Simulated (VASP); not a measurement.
# MoSe2 (P6_3/mmc) in VASP: phonons with r2SCAN

Aim: the phonons of MoSe2 with r2SCAN.

All numbers are computed with VASP 6.6.1; they aren't measurements. Logs are shortened: lines on timing, memory, paths and dates and some standing lists are left out, and cuts for length are marked.

## Step 1: The cell of the first run

The structure is hexagonal, space group P6_3/mmc (No. 194). The conventional cell has a = 3.320 Å, b = 3.320 Å, c = 13.639 Å, α = 90.00°, β = 90.00°, γ = 120.00°. Mo (site symmetry -6m2) has 6 Se at 2.53 Å and 6 Mo at 3.32 Å within 3.4 Å. Se (site symmetry 3m) has 3 Mo at 2.53 Å and 7 Se at 3.31 to 3.32 Å within 3.4 Å.

## Step 2: Phonons, r2SCAN

INCAR

```
SYSTEM = MoSe2
PREC = Accurate ; ENCUT = 550
EDIFF = 1E-8 ; ISMEAR = 0
SIGMA = 0.01 ; LREAL = .False.
LASPH = .True. ; NELM = 120
ALGO = Normal ; ISIF = 2
LWAVE = .False. ; LCHARG = .True.
METAGGA = R2SCAN ; LMIXTAU = .True.
NBANDS = 35 ; IBRION = 6
NFREE = 2 ; POTIM = 0.015
NSW = 1 ; GGA_COMPAT = .False.
KPAR = 4
```

KPOINTS

```
regular mesh
0
Gamma
  6 6 2
  0 0 0
```

POSCAR

```
MoSe2
1.0
    3.3203816943      0.0000000000      0.0000000000
   -1.6601908472      2.8755348976      0.0000000000
    0.0000000000      0.0000000000     13.6387136346
Mo Se
2 4
Direct
    0.3333333333      0.6666666667      0.2500000000
    0.6666666667      0.3333333333      0.7500000000
    0.3333333333      0.6666666667      0.6287408414
    0.6666666667      0.3333333333      0.1287408414
    0.3333333333      0.6666666667      0.8712591586
    0.6666666667      0.3333333333      0.3712591586
```

Potentials or basis: VASP PAW PBE potentials, release 64 (Mo_sv, Se).

The run is started by

```console
> cat potpaw_PBE.64/Mo_sv/POTCAR potpaw_PBE.64/Se/POTCAR > POTCAR
> mpirun -np 4 vasp_std > vasp.out
```

OUTCAR:

```text
SYSTEM = MoSe2
   PREC = Accurate
   ENCUT = 550
   EDIFF = 1E-8
   ISMEAR = 0
   LREAL = .False.
   LASPH = .True.
   NELM = 120
   ISIF = 2
   METAGGA = R2SCAN
   IBRION = 6
   NFREE = 2
   POTIM = 0.015
   NSW = 1

 ion  position               nearest neighbor table
   1  0.333  0.667  0.250-   4 2.53   6 2.53   4 2.53   6 2.53   4 2.53   6 2.53
   2  0.667  0.333  0.750-   3 2.53   5 2.53   3 2.53   5 2.53   3 2.53   5 2.53
   3  0.333  0.667  0.629-   2 2.53   2 2.53   2 2.53
   4  0.667  0.333  0.129-   1 2.53   1 2.53   1 2.53
   5  0.333  0.667  0.871-   2 2.53   2 2.53   2 2.53
   6  0.667  0.333  0.371-   1 2.53   1 2.53   1 2.53

  LATTYP: Found a hexagonal cell.
 ALAT       =     3.3203816943
 C/A-ratio  =     4.1075740352

  Lattice vectors:

 A1 = (   3.3203816943,   0.0000000000,   0.0000000000)
 A2 = (  -1.6601908472,   2.8755348976,   0.0000000000)
 A3 = (   0.0000000000,   0.0000000000,  13.6387136346)

Analysis of symmetry for initial positions (statically):
=====================================================================
 Subroutine PRICEL returns:
 Original cell was already a primitive cell.

 Routine SETGRP: Setting up the symmetry group for a
 hexagonal supercell.

 Subroutine GETGRP returns: Found 24 space group operations
 (whereof 12 operations were pure point group operations)
 out of a pool of 24 trial point group operations.

The static configuration has the point symmetry D_3d.
 The point group associated with its full space group is D_6h.

Analysis of symmetry for dynamics (positions and initial velocities):
=====================================================================
 Subroutine PRICEL returns:
 Original cell was already a primitive cell.

 Routine SETGRP: Setting up the symmetry group for a
 hexagonal supercell.

 Subroutine GETGRP returns: Found 24 space group operations
 (whereof 12 operations were pure point group operations)
 out of a pool of 24 trial point group operations.

The dynamic configuration has the point symmetry D_3d.
 The point group associated with its full space group is D_6h.

 Subroutine INISYM returns: Found 24 space group operations
 (whereof 12 operations are pure point group operations),
 and found     1 'primitive' translations

----------------------------------------------------------------------------------------

                                     Primitive cell

  volume of cell :     130.2207

  direct lattice vectors                    reciprocal lattice vectors
     3.320381694  0.000000000  0.000000000     0.301170194  0.173880693  0.000000000
    -1.660190847  2.875534898  0.000000000     0.000000000  0.347761385  0.000000000
     0.000000000  0.000000000 13.638713635     0.000000000  0.000000000  0.073320698

  length of vectors
     3.320381694  3.320381694 13.638713635     0.347761385  0.347761385  0.073320698

  position of ions in fractional coordinates (direct lattice)
     0.333333333  0.666666667  0.250000000
     0.666666667  0.333333333  0.750000000
     0.333333333  0.666666667  0.628740841
     0.666666667  0.333333333  0.128740841
     0.333333333  0.666666667  0.871259159
     0.666666667  0.333333333  0.371259159

  ion indices of the primitive-cell ions
   primitive index   ion index
                 1           1
                 2           2
                 3           3
                 4           4
                 5           5
                 6           6

----------------------------------------------------------------------------------------

 KPOINTS: regular mesh

Automatic generation of k-mesh.
 Grid dimensions read from file:
 generate k-points for:    6    6    2

 Generating k-lattice:

  Cartesian coordinates                     Fractional coordinates (reciprocal lattice)
     0.050195032  0.028980115  0.000000000     0.166666667 -0.000000000  0.000000000
     0.000000000  0.057960231  0.000000000     0.000000000  0.166666667  0.000000000
     0.000000000  0.000000000  0.036660349     0.000000000  0.000000000  0.500000000

  Length of vectors
     0.057960231  0.057960231  0.036660349

  Shift w.r.t. Gamma in fractional coordinates (k-lattice)
     0.000000000  0.000000000  0.000000000

 Subroutine IBZKPT returns following result:
 ===========================================

 Found     14 irreducible k-points:

 Following reciprocal coordinates:
            Coordinates               Weight
  0.000000  0.000000  0.000000      1.000000
  0.166667 -0.000000  0.000000      6.000000
  0.333333 -0.000000  0.000000      6.000000
  0.500000 -0.000000  0.000000      3.000000
  0.166667  0.166667  0.000000      6.000000
  0.333333  0.166667  0.000000     12.000000
  0.333333  0.333333  0.000000      2.000000
  0.000000  0.000000  0.500000      1.000000
  0.166667 -0.000000  0.500000      6.000000
  0.333333 -0.000000  0.500000      6.000000
  0.500000 -0.000000  0.500000      3.000000
  0.166667  0.166667  0.500000      6.000000
  0.333333  0.166667  0.500000     12.000000
  0.333333  0.333333  0.500000      2.000000
   k-points           NKPTS =     14   k-points in BZ     NKDIM =     14   number of bands    NBANDS=     35
   number of dos      NEDOS =    301   number of ions     NIONS =      6
   total plane-waves  NPLWV =  84672
   dimension x,y,z NGX =    28 NGY =   28 NGZ =  108
   dimension x,y,z NGXF=    56 NGYF=   56 NGZF=  216
   ions per type =               2   4
   NGX,Y,Z   is equivalent  to a cutoff of  14.02, 14.02, 13.16 a.u.
   NGXF,Y,Z  is equivalent  to a cutoff of  28.04, 28.04, 26.33 a.u.
 SYSTEM =  MoSe2
   PREC   = accura    normal or accurate (medium, high low for compatibility)
   ISTART =      0    job   : 0-new  1-cont  2-samecut
   ICHARG =      2    charge: 1-file 2-atom 10-const
   ISPIN  =      1    spin polarized calculation?
   LNONCOLLINEAR =      F non collinear calculations
   LSORBIT =      F    spin-orbit coupling
   LASPH  =      T    aspherical Exc in radial PAW
   ENCUT  =  550.0 eV  40.42 Ry    6.36 a.u.   6.35  6.35 26.08*2*pi/ulx,y,z
   NELM   =    120;   NELMIN=  2; NELMDL= -5     # of ELM steps
   EDIFF  = 0.1E-07   stopping-criterion for ELM
   LREAL  =      F    real-space projection
   EDIFFG = 0.1E-06   stopping-criterion for IOM
   NSW    =    109    number of steps for IOM
   IBRION =      6    ionic relax: 0-MD 1-quasi-New 2-CG
   NFREE  =      2    steps in history (QN), initial steepest desc. (CG)
   ISIF   =      2    stress and relaxation
   ISYM   =      2    0-nonsym 1-usesym 2-fastsym
   POTIM  = 0.0150    time-step for ionic-motion
   TEBEG  =    0.0;   TEEND  =   0.0 temperature during run
   PSTRESS=    0.0 pullay stress
   NELECT =      52.0000    total number of electrons
   NUPDOWN=      -1.0000    fix difference up-down
   EMIN   =  10.00;   EMAX   =-10.00  energy-range for DOS
   EFERMI =   0.00;   METHOD = LEGACY
   ISMEAR =     0;   SIGMA  =   0.01  broadening in eV -4-tet -1-fermi 0-gaus
   EFERMI_NEDOS =   21; number of points for ismear=-14 and -15
   IALGO  =     38    algorithm
   IMIX   =      4    mixing-type and parameters
     AMIX     =   0.40;   BMIX     =  1.00
     AMIX_MAG =   1.60;   BMIX_MAG =  1.00
  volume/ion in A,a.u.               =      21.70       146.46
  Fermi-wavevector in a.u.,A,eV,Ry     =   1.205543  2.278145 19.773798  1.453333
  Thomas-Fermi vector in A             =   2.341236
   LORBIT       =      0    0 simple, 1 ext, 2 COOP (PROOUT), +10 PAW based schemes
   METAGGA = R2SCAN    functional components
   LHFCALC =     F    Hartree Fock is set to
   AEXX    =    0.0000 exact exchange contribution
   IVDW    =     0    specifies the selected vdW correction
   LEPSILON=     F    determine dielectric tensor
   LRPA    =     F    only Hartree local field effects (RPA)
 finite differences with symmetry
 non-spin polarized calculation
 Gauss-broadening in eV      SIGMA  =   0.01
  energy-cutoff  :      550.00
  volume of cell :      130.22
 maximum number of plane-waves:      3832
 NGX is ok and might be reduce to    28
   NGX = 13   NGY = 13   NGZ = 53

--------------------------------------- Ionic step        1  -------------------------------------------

 number of electron      52.0000000 magnetization

 Free energy of the ion-electron system (eV)
  ---------------------------------------------------
  ext. energy  EPLUGINS =         0.00000000
  ---------------------------------------------------
  free energy    TOTEN  =      -113.89564272 eV

  energy without entropy =     -113.89564272  energy(sigma->0) =     -113.89564272

------------------------ aborting loop because EDIFF is reached ----------------------------------------

  FORCE on cell =-STRESS in cart. coord.  units (eV):
  Direction    XX          YY          ZZ          XY          YZ          ZX
  --------------------------------------------------------------------------------------
  -------------------------------------------------------------------------------------
  Total        0.1759955      0.1759955      0.2578002     -0.0000000     -0.0000000      0.0000000
  in kB        2.1653702      2.1653702      3.1718583     -0.0000000     -0.0000000      0.0000000
  external PRESSURE =       2.5008663 kB  Pullay stress =       0.0000000 kB
[... 305 lines left out ...]
  energy  without entropy=     -113.8932837272  energy(sigma->0) =     -113.89328373

--------------------------------------- Ionic step        9  -------------------------------------------

 number of electron      52.0000001 magnetization

 Free energy of the ion-electron system (eV)
  ---------------------------------------------------
  ext. energy  EPLUGINS =         0.00000000
  ---------------------------------------------------
  free energy    TOTEN  =      -113.89450067 eV

  energy without entropy =     -113.89450067  energy(sigma->0) =     -113.89450067

 E-fermi :   5.4594     XC(G=0): -10.8137

 val. band max:        5.3455323188   @ k =   0.0000   0.0000   0.0000
 cond. band min:       6.5510129486   @ k =   0.1667   0.1667   0.0000
 fundamental gap:      1.2054806298
 Fermi energy:         5.4594416885

 k-point     1 :       0.0000    0.0000    0.0000
  band No.  band energies     occupation
      1     -57.7286      2.00000
      2     -57.7247      2.00000
      3     -31.1463      2.00000
      4     -31.1405      2.00000
      5     -30.9872      2.00000
      6     -30.9872      2.00000
[... 554 lines left out ...]
  FREE ENERGIE OF THE ION-ELECTRON SYSTEM (eV)
  ---------------------------------------------------
  free  energy   TOTEN  =      -113.8945006724 eV

  energy  without entropy=     -113.8945006724  energy(sigma->0) =     -113.89450067

 INTERNAL STRAIN TENSORS FROM DISPLACED ATOMS
 ============================================

 INTERNAL STRAIN TENSOR FOR ION    1 for displacements in x,y,z  (eV/Angst):
          X           Y           Z          XY          YZ          ZX
  --------------------------------------------------------------------------------
  x     0.00000    -0.00000    -0.00000    -6.13673     0.00000     0.00000
  y    -6.13673     6.13673     0.00000    -0.00000     0.00000     0.00000
  z     0.00000     0.00000     0.00000     0.00000    -0.00000     0.00000

 INTERNAL STRAIN TENSOR FOR ION    6 for displacements in x,y,z  (eV/Angst):
          X           Y           Z          XY          YZ          ZX
  --------------------------------------------------------------------------------
  x    -0.00000     0.00000    -0.00000     3.11777     0.00000   -13.19152
  y     3.11777    -3.11777     0.00000     0.00000   -13.19151     0.00000
  z    -9.50431    -9.50431   -27.94350     0.00000    -0.00000     0.00000

 Eigenvectors and eigenvalues of the dynamical matrix
 ----------------------------------------------------

   1 f  =   10.602687 THz    66.618648 2PiTHz  353.667576 cm-1    43.849171 meV
             X         Y         Z           dx          dy          dz
     -0.000000  1.917023  3.409678     0.000000    0.000000   -0.557136
      1.660191  0.958512 10.229035    -0.000000   -0.000000    0.557136
     -0.000000  1.917023  8.575216     0.000000    0.000000   -0.307895
      1.660191  0.958512  1.755859    -0.000000   -0.000000    0.307895
     -0.000000  1.917023 11.882854    -0.000000    0.000000   -0.307895
      1.660191  0.958512  5.063497    -0.000000   -0.000000    0.307895

   2 f  =   10.556259 THz    66.326930 2PiTHz  352.118891 cm-1    43.657159 meV
             X         Y         Z           dx          dy          dz
     -0.000000  1.917023  3.409678    -0.000000   -0.000000    0.557701
      1.660191  0.958512 10.229035    -0.000000   -0.000000    0.557701
     -0.000000  1.917023  8.575216     0.000000    0.000000   -0.307384
      1.660191  0.958512  1.755859     0.000000    0.000000   -0.307384
     -0.000000  1.917023 11.882854    -0.000000    0.000000   -0.307384
      1.660191  0.958512  5.063497     0.000000    0.000000   -0.307384
[... 136 lines left out ...]
  18 f/i=    0.000231 THz     0.001450 2PiTHz    0.007700 cm-1     0.000955 meV
             X         Y         Z           dx          dy          dz
     -0.000000  1.917023  3.409678     0.132840   -0.413919    0.000000
      1.660191  0.958512 10.229035     0.132840   -0.413919    0.000000
     -0.000000  1.917023  8.575216     0.120506   -0.375487    0.000000
      1.660191  0.958512  1.755859     0.120506   -0.375487    0.000000
     -0.000000  1.917023 11.882854     0.120506   -0.375487    0.000000
      1.660191  0.958512  5.063497     0.120506   -0.375487    0.000000

 ELASTIC MODULI CONTR FROM IONIC RELAXATION (kBar)
 Direction    XX          YY          ZZ          XY          YZ          ZX
 --------------------------------------------------------------------------------
 XX        -307.9327   -200.8806   -747.9780      0.0000      0.0000      0.0000
 YY        -200.8806   -307.9327   -747.9780      0.0000      0.0000     -0.0000
 ZZ        -747.9780   -747.9780  -2199.1215      0.0000     -0.0000     -0.0000
 XY           0.0000      0.0000      0.0000    -53.5260     -0.0000      0.0000
 YZ          -0.0000      0.0000     -0.0000     -0.0000  -1045.3851      0.0000
 ZX          -0.0000      0.0000     -0.0000     -0.0000      0.0000  -1045.3869
 --------------------------------------------------------------------------------
```

Wall time 12 min (4 MPI ranks of Intel Xeon 6975P-C (Granite Rapids), shared host); peak memory 0.49 GiB.

What came out:

* Highest phonon frequency at Γ, LO-TO splitting left out: 354 cm⁻¹

Phonon frequencies in cm⁻¹ (negative: imaginary):
| q point | frequencies |
| --- | --- |
| (0.000, 0.000, 0.000) | 0 0 0 17 17 28 167 167 168 168 244 245 285 285 285 285 352 354 |

Caveat: the k points lie up to 0.36 Å⁻¹ apart; the PAW data sets were made with another functional, which shifts forces and pressure a little.
